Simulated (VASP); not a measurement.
# Cs (P6_3/mmc) in VASP: notebook

Cs is run at these levels: PBEsol; tasks: single point, relaxation of shape and atoms at fixed volume.

Everything below comes from runs of VASP 6.6.1. Logs are shortened: lines on timing, memory, paths and dates and some standing lists are left out, and cuts for length are marked.

## Step 1: The cell of the first run

It takes space group P6_3/mmc (No. 194, hexagonal). The conventional cell has a = 5.400 Å, b = 5.400 Å, c = 8.748 Å, α = 90.00°, β = 90.00°, γ = 120.00°.

## Step 2: Single point, PBEsol

File INCAR:

```
PREC = Accurate
ENCUT = 520
EDIFF = 1E-6
ISMEAR = -1
SIGMA = 0.08
LREAL = False
LASPH = True
NELM = 100
ALGO = Normal
ISIF = 2
LWAVE = False
LCHARG = False
GGA = PS
NBANDS = 16
```

File KPOINTS:

```
regular mesh
0
Gamma
  8 8 5
```

File POSCAR:

```
Cs
1.0
    5.3998380542      0.0000000000      0.0000000000
   -2.6999190271      4.6763969313      0.0000000000
    0.0000000000      0.0000000000      8.7477376479
Cs
2
Direct
    0.3333333333      0.6666666667      0.2500000000
    0.6666666667      0.3333333333      0.7500000000
```

Potentials or basis: VASP PAW PBE potentials, release 64 (Cs_sv).

Command:

```console
cat potpaw_PBE.64/Cs_sv/POTCAR > POTCAR
mpirun -np 1 vasp_std > vasp.out
```

OUTCAR:

```text
PREC = Accurate
   ENCUT = 520
   EDIFF = 1E-6
   ISMEAR = -1
   LREAL = False
   LASPH = True
   NELM = 100
   ISIF = 2
   GGA = PS

 ion  position               nearest neighbor table
   1  0.333  0.667  0.250-
   2  0.667  0.333  0.750-

  LATTYP: Found a hexagonal cell.
 ALAT       =     5.3998380542
 C/A-ratio  =     1.6200000000

  Lattice vectors:

 A1 = (   5.3998380542,   0.0000000000,   0.0000000000)
 A2 = (  -2.6999190271,   4.6763969313,   0.0000000000)
 A3 = (   0.0000000000,   0.0000000000,   8.7477376479)

Analysis of symmetry for initial positions (statically):
=====================================================================
 Subroutine PRICEL returns:
 Original cell was already a primitive cell.

 Routine SETGRP: Setting up the symmetry group for a
 hexagonal supercell.

 Subroutine GETGRP returns: Found 24 space group operations
 (whereof 12 operations were pure point group operations)
 out of a pool of 24 trial point group operations.

The static configuration has the point symmetry D_3d.
 The point group associated with its full space group is D_6h.

Analysis of symmetry for dynamics (positions and initial velocities):
=====================================================================
 Subroutine PRICEL returns:
 Original cell was already a primitive cell.

 Routine SETGRP: Setting up the symmetry group for a
 hexagonal supercell.

 Subroutine GETGRP returns: Found 24 space group operations
 (whereof 12 operations were pure point group operations)
 out of a pool of 24 trial point group operations.

The dynamic configuration has the point symmetry D_3d.
 The point group associated with its full space group is D_6h.

 Subroutine INISYM returns: Found 24 space group operations
 (whereof 12 operations are pure point group operations),
 and found     1 'primitive' translations

----------------------------------------------------------------------------------------

                                     Primitive cell

  volume of cell :     220.8960

  direct lattice vectors                    reciprocal lattice vectors
     5.399838054  0.000000000  0.000000000     0.185190739  0.106919923  0.000000000
[... 74 lines left out ...]
   NGX,Y,Z   is equivalent  to a cutoff of  12.31, 12.31, 13.30 a.u.
   NGXF,Y,Z  is equivalent  to a cutoff of  24.63, 24.63, 26.61 a.u.
 SYSTEM =  unknown system
   PREC   = accura    normal or accurate (medium, high low for compatibility)
   ISTART =      0    job   : 0-new  1-cont  2-samecut
   ICHARG =      2    charge: 1-file 2-atom 10-const
   ISPIN  =      1    spin polarized calculation?
   LNONCOLLINEAR =      F non collinear calculations
   LSORBIT =      F    spin-orbit coupling
   LASPH  =      T    aspherical Exc in radial PAW
   ENCUT  =  520.0 eV  38.22 Ry    6.18 a.u.  10.04 10.04 16.26*2*pi/ulx,y,z
   NELM   =    100;   NELMIN=  2; NELMDL= -5     # of ELM steps
   EDIFF  = 0.1E-05   stopping-criterion for ELM
   LREAL  =      F    real-space projection
   EDIFFG = 0.1E-04   stopping-criterion for IOM
   NSW    =      0    number of steps for IOM
   IBRION =     -1    ionic relax: 0-MD 1-quasi-New 2-CG
   NFREE  =      0    steps in history (QN), initial steepest desc. (CG)
   ISIF   =      2    stress and relaxation
   ISYM   =      2    0-nonsym 1-usesym 2-fastsym
   POTIM  = 0.5000    time-step for ionic-motion
   TEBEG  =    0.0;   TEEND  =   0.0 temperature during run
   PSTRESS=    0.0 pullay stress
   NELECT =      18.0000    total number of electrons
   NUPDOWN=      -1.0000    fix difference up-down
   EMIN   =  10.00;   EMAX   =-10.00  energy-range for DOS
   EFERMI =   0.00;   METHOD = LEGACY
   ISMEAR =    -1;   SIGMA  =   0.08  broadening in eV -4-tet -1-fermi 0-gaus
   EFERMI_NEDOS =   21; number of points for ismear=-14 and -15
   IALGO  =     38    algorithm
   IMIX   =      4    mixing-type and parameters
     AMIX     =   0.40;   BMIX     =  1.00
     AMIX_MAG =   1.60;   BMIX_MAG =  1.00
  volume/ion in A,a.u.               =     110.45       745.34
  Fermi-wavevector in a.u.,A,eV,Ry     =   0.709746  1.341226  6.853793  0.503740
  Thomas-Fermi vector in A             =   1.796410
   LORBIT       =      0    0 simple, 1 ext, 2 COOP (PROOUT), +10 PAW based schemes
   GGA     = PS    functional components
   LHFCALC =     F    Hartree Fock is set to
   AEXX    =    0.0000 exact exchange contribution
   IVDW    =     0    specifies the selected vdW correction
   LEPSILON=     F    determine dielectric tensor
   LRPA    =     F    only Hartree local field effects (RPA)
 non-spin polarized calculation
  energy-cutoff  :      520.00
  volume of cell :      220.90
 maximum number of plane-waves:      5976
   NGX = 21   NGY = 21   NGZ = 33

 number of electron      18.0000000 magnetization

 Free energy of the ion-electron system (eV)
  ---------------------------------------------------
  ext. energy  EPLUGINS =         0.00000000
  ---------------------------------------------------
  free energy    TOTEN  =        -1.90961556 eV

  energy without entropy =       -1.85317474  energy(sigma->0) =       -1.88139515

 E-fermi :   0.4634     XC(G=0):  -5.5815

 val. band max:        0.4436434239   @ k =   0.5000   0.0000   0.0000
 cond. band min:       0.4736488613   @ k =   0.5000   0.0000   0.2000
 fundamental gap:      0.0300054374
 Fermi energy:         0.4634153768

 k-point     1 :       0.0000    0.0000    0.0000
  band No.  band energies     occupation
      1     -23.3425      2.00000
      2     -23.3349      2.00000
      3     -10.2161      2.00000
      4     -10.0804      2.00000
      5     -10.0804      2.00000
      6     -10.0581      2.00000
[... 433 lines left out ...]
      3     -10.1967      2.00000
      4     -10.1860      2.00000
      5     -10.1099      2.00000
      6     -10.0986      2.00000
[... 8 lines left out ...]
     15       3.1680      0.00000
     16       3.5061      0.00000

 [... further k-points ...]
[... 5 lines left out ...]
  --------------------------------------------------------------------------------------
  -------------------------------------------------------------------------------------
  Total       -0.0373886     -0.0373886     -0.0514875      0.0000000      0.0000000      0.0000000
  in kB       -0.2711830     -0.2711830     -0.3734431      0.0000000      0.0000000      0.0000000
  external PRESSURE =      -0.3052697 kB  Pullay stress =       0.0000000 kB

 VOLUME and BASIS-vectors are now :
 -----------------------------------------------------------------------------
  energy-cutoff  :      520.00
  volume of cell :      220.90
      direct lattice vectors                 reciprocal lattice vectors
     5.399838054  0.000000000  0.000000000     0.185190739  0.106919923  0.000000000
    -2.699919027  4.676396931  0.000000000     0.000000000  0.213839846  0.000000000
     0.000000000  0.000000000  8.747737648     0.000000000  0.000000000  0.114315271

 POSITION                                       TOTAL-FORCE (eV/Angst)
 -----------------------------------------------------------------------------------
     -0.00000      3.11760      2.18693         0.000000      0.000000      0.000000
      2.69992      1.55880      6.56080        -0.000000     -0.000000      0.000000
 -----------------------------------------------------------------------------------
    total drift:                               -0.000000      0.000000     -0.000000

  FREE ENERGIE OF THE ION-ELECTRON SYSTEM (eV)
  ---------------------------------------------------
  free  energy   TOTEN  =        -1.9096155605 eV

  energy  without entropy=       -1.8531747392  energy(sigma->0) =       -1.88139515
```

stdout:

```text
POSCAR found type information on POSCAR Cs
 POSCAR found :  1 types and       2 ions
 scaLAPACK will be used
 -----------------------------------------------------------------------------
|                                                                             |
|                                                                             |
|     You enforced a specific xc type in the INCAR file but a different       |
|     I HOPE YOU KNOW WHAT YOU ARE DOING!                                     |
|                                                                             |
 -----------------------------------------------------------------------------

 LDA part: xc-table for (Slater+PW92), standard interpolation
 POSCAR, INCAR and KPOINTS ok, starting setup
 FFT: planning ... GRIDC
 FFT: planning ... GRID_SOFT
 FFT: planning ... GRID
 WAVECAR not read
 entering main loop
```

It took 52 s on 1 thread of AMD EPYC 7R13 (Zen 3), shared host; peak memory 0.32 GiB.

Results:

| Quantity | Value |
| --- | --- |
| Free energy | -1.9096 eV |
| Pressure | 0.0 GPa |
| Band gap on the k mesh | zero (band 9 reaches 1.00 eV, above the bottom of band 10 at -0.36 eV) |

Levels at points of the mesh, in eV from the Fermi level:
```tsv
k point	band 7	band 8	band 9	band 10	band 11	band 12
(0.00, 0.00, 0.00)	-10.52	-10.52	-1.72	-0.03	0.84	2.42
(0.50, 0.00, 0.00)	-10.56	-10.54	-0.02	0.35	0.78	0.97
```

Caveat: the PAW data sets were made with another functional, which shifts forces and pressure a little; spin-orbit coupling is left out, which moves the levels of the heavy elements.

## Step 3: Relaxation of shape and atoms at fixed volume, PBEsol

This run uses another cell than the first one, of 49.70 Å³/atom, 0.450 times its volume.

File INCAR:

```
SYSTEM = Cs
  ALGO = Normal
  EDIFF = 1E-7
  EDIFFG = -0.005
  ENCUT = 600
  GGA = PS
  IBRION = 2
  ISIF = 4
  ISMEAR = -1
  LASPH = .True.
  LCHARG = .False.
  LREAL = .False.
  LWAVE = .False.
  NELM = 60
  NSW = 50
  PREC = Accurate
  SIGMA = 0.08
```

File KPOINTS:

```
k-points
0
Gamma
  8 8 5
  0 0 0
```

File POSCAR:

```
Cs
1.0
    4.1379468344      0.0000000000      0.0000000000
   -2.0689734172      3.5835670781      0.0000000000
    0.0000000000      0.0000000000      6.7034738717
Cs
2
Direct
    0.3333333333      0.6666666667      0.2500000000
    0.6666666667      0.3333333333      0.7500000000
```

Potentials or basis: VASP PAW PBE potentials, release 64 (Cs_sv).

Command:

```console
cat potpaw_PBE.64/Cs_sv/POTCAR > POTCAR
mpirun -np 1 vasp_std > vasp.out
```

OUTCAR:

```text
SYSTEM = Cs
   EDIFF = 1E-7
   EDIFFG = -0.005
   ENCUT = 600
   GGA = PS
   IBRION = 2
   ISIF = 4
   ISMEAR = -1
   LASPH = .True.
   LREAL = .False.
   NELM = 60
   NSW = 50
   PREC = Accurate

 ion  position               nearest neighbor table
   1  0.333  0.667  0.250-
   2  0.667  0.333  0.750-

  LATTYP: Found a hexagonal cell.
 ALAT       =     4.1379468344
 C/A-ratio  =     1.6200000000

  Lattice vectors:

 A1 = (   4.1379468344,   0.0000000000,   0.0000000000)
 A2 = (  -2.0689734172,   3.5835670781,   0.0000000000)
 A3 = (   0.0000000000,   0.0000000000,   6.7034738717)

Analysis of symmetry for initial positions (statically):
=====================================================================
 Subroutine PRICEL returns:
 Original cell was already a primitive cell.

 Routine SETGRP: Setting up the symmetry group for a
 hexagonal supercell.

 Subroutine GETGRP returns: Found 24 space group operations
 (whereof 12 operations were pure point group operations)
 out of a pool of 24 trial point group operations.

The static configuration has the point symmetry D_3d.
 The point group associated with its full space group is D_6h.

Analysis of symmetry for dynamics (positions and initial velocities):
=====================================================================
[... 170 lines left out ...]
  external PRESSURE =      40.3151536 kB  Pullay stress =       0.0000000 kB
[... 59 lines left out ...]
--------------------------------------- Ionic step        3  -------------------------------------------

 number of electron      17.9999999 magnetization

 Free energy of the ion-electron system (eV)
  ---------------------------------------------------
  ext. energy  EPLUGINS =         0.00000000
  ---------------------------------------------------
  free energy    TOTEN  =        -0.90740675 eV

  energy without entropy =       -0.83909599  energy(sigma->0) =       -0.87325137

 E-fermi :   3.4037     XC(G=0):  -8.2274

 val. band max:        3.3761327902   @ k =   0.3750   0.2500   0.0000
 cond. band min:       3.4461029749   @ k =   0.3750   0.0000   0.2000
 fundamental gap:      0.0699701847
 Fermi energy:         3.4037196667

 k-point     1 :       0.0000    0.0000    0.0000
  band No.  band energies     occupation
      1     -20.4193      2.00000
      2     -20.2006      2.00000
      3      -8.0387      2.00000
      4      -6.6405      2.00000
      5      -6.6405      2.00000
      6      -6.4418      2.00000
      7      -6.4418      2.00000
      8      -6.4282      2.00000
      9       1.3182      2.00000
     10       2.9412      1.99385
     11       6.1531      0.00000
     12       6.1531      0.00000
     13       6.2319      0.00000
[... 354 lines left out ...]
  band No.  band energies     occupation
      1     -20.2088      2.00000
      2     -20.1753      2.00000
      3      -7.8549      2.00000
      4      -7.7575      2.00000
      5      -6.9795      2.00000
      6      -6.8365      2.00000
      7      -6.7630      2.00000
      8      -6.7274      2.00000
      9       2.9518      1.99298
     10       3.2939      1.59574
     11       4.4232      0.00001
     12       4.7667      0.00000
     13       6.3005      0.00000

 [... further k-points ...]
[... 5 lines left out ...]
  --------------------------------------------------------------------------------------
  -------------------------------------------------------------------------------------
  Total        2.5008578      2.5008578      2.5060801      0.0000000      0.0000000      0.0000000
  in kB       40.3087388     40.3087388     40.3929123      0.0000000      0.0000000      0.0000000
  external PRESSURE =      40.3367967 kB  Pullay stress =       0.0000000 kB
[... 17 lines left out ...]
  FREE ENERGIE OF THE ION-ELECTRON SYSTEM (eV)
  ---------------------------------------------------
  free  energy   TOTEN  =        -0.9074067458 eV

  energy  without entropy=       -0.8390959909  energy(sigma->0) =       -0.87325137

 reached required accuracy - stopping structural energy minimisation
```

CONTCAR:

```text
Cs
   1.00000000000000
     4.1345107565471180    0.0000000000000000    0.0000000000000000
    -2.0672553782735590    3.5805913473901199    0.0000000000000000
     0.0000000000000000    0.0000000000000000    6.7146206461472708
  Cs
     2
Direct
     0.3333333332999970    0.6666666667000030    0.2500000000000000
     0.6666666667000030    0.3333333332999970    0.7500000000000000

  0.00000000E+00  0.00000000E+00  0.00000000E+00
  0.00000000E+00  0.00000000E+00  0.00000000E+00
```

Run time: 57 s. Hardware: 1 thread of AMD EPYC 7R13 (Zen 3), shared host; peak memory 0.23 GiB.

What came out:

```yaml
Free_energy: -0.9074 eV
Energy_gained_by_relaxing: 0.0 meV/atom
Ionic_steps: 3
Pressure_after_relaxing: 4.0 GPa
Band_gap_on_the_k_mesh: zero (band 9 reaches 3.65 eV, above the bottom of band 10 at 2.85 eV)
```

Final structure:
```xyz
2
Lattice="4.1345 0.0000 0.0000 -2.0673 3.5806 0.0000 0.0000 0.0000 6.7146" Properties=species:S:1:pos:R:3 pbc="T T T"
Cs    0.0000    2.3871    1.6787
Cs    2.0673    1.1935    5.0360
```

Caveat: the PAW data sets were made with another functional, which shifts forces and pressure a little; spin-orbit coupling is left out, which moves the levels of the heavy elements.

## Step 4: Relaxation of shape and atoms at fixed volume, PBEsol

This run uses another cell than the first one, of 57.43 Å³/atom, 0.520 times its volume.

File INCAR:

```
  PREC = Accurate
  ENCUT = 600
  EDIFF = 1E-6
  ISMEAR = -1
  SIGMA = 0.08
  LREAL = False
  LASPH = True
  NELM = 100
  ALGO = Normal
  ISIF = 4
  LWAVE = False
  LCHARG = False
  GGA = PS
  IBRION = 2
  NSW = 50
  EDIFFG = -0.005
```

File KPOINTS:

```
Automatic mesh
0
Gamma
  8 8 5
```

File POSCAR:

```
Cs
1.0
    4.3422535914      0.0000000000      0.0000000000
   -2.1711267957      3.7605019198      0.0000000000
    0.0000000000      0.0000000000      7.0344508181
Cs
2
Direct
    0.3333333333      0.6666666667      0.2500000000
    0.6666666667      0.3333333333      0.7500000000
```

Command:

```console
cat potpaw_PBE.64/Cs_sv/POTCAR > POTCAR
mpirun -np 1 vasp_std > vasp.out
```

Run time: 64 s. Hardware: 1 thread of AMD EPYC 7R13 (Zen 3), shared host; peak memory 0.24 GiB.

Results (log left out):

```
Free energy               : -1.2429 eV
Energy gained by relaxing : 0.2 meV/atom
Ionic steps               : 4
Pressure after relaxing   : 3.0 GPa
Band gap on the k mesh    : zero (band 9 reaches 3.07 eV, above the bottom of band 10 at 2.01 eV)
```

Step by step:
| step | energy change (eV) | largest force (eV/Å) | pressure (GPa) | volume (Å³) |
| --- | --- | --- | --- | --- |
| 1 | 0.0000 | 0.0000 | 2.95 | 114.87 |
| 2 | -0.0001 | 0.0000 | 2.95 | 114.87 |
| 3 | -0.0002 | 0.0000 | 2.95 | 114.87 |
| 4 | -0.0004 | 0.0000 | 2.95 | 114.87 |

Final structure:
```
CELL_PARAMETERS angstrom
4.32977 0.00000 0.00000
-2.16488 3.74969 0.00000
0.00000 0.00000 7.07509
ATOMIC_POSITIONS crystal
Cs 0.33333 0.66667 0.25000
Cs 0.66667 0.33333 0.75000
```

Levels at points of the mesh, in eV from the Fermi level:
```tsv
k point	band 6	band 7	band 8	band 9	band 10	band 11	band 12	band 13
(0.00, 0.00, 0.00)	-10.02	-10.02	-10.02	-2.17	-0.39	2.33	2.69	2.69
(0.50, 0.00, 0.00)	-10.41	-10.28	-10.16	-0.04	0.01	0.22	1.78	2.44
```

Caveat: the PAW data sets were made with another functional, which shifts forces and pressure a little; spin-orbit coupling is left out, which moves the levels of the heavy elements.

## Step 5: Overview

```tsv
task	cell	cutoff (eV)	gap on the mesh (eV)	pressure (GPa)
single point	a = 5.400, b = 5.400, c = 8.748 Å, angles 90.0, 90.0, 120.0°, 2 atoms	520	none	0.0
relaxation of shape and atoms at fixed volume	relaxed from a = 4.138, b = 4.138, c = 6.703 Å, angles 90.0, 90.0, 120.0°, 2 atoms	600	none	4.0
relaxation of shape and atoms at fixed volume	relaxed from a = 4.342, b = 4.342, c = 7.034 Å, angles 90.0, 90.0, 120.0°, 2 atoms	600	none	3.0
```

Alike in all rows: level PBEsol; potentials or basis VASP PAW PBE potentials, release 64 (Cs_sv); no spin polarisation; k mesh 8 × 8 × 5; smearing fermi-dirac 0.08 eV.

Caveats: the PAW data sets were made with another functional, which shifts forces and pressure a little; spin-orbit coupling is left out, which moves the levels of the heavy elements.

Absolute energies hang on the potentials; compare differences alone.
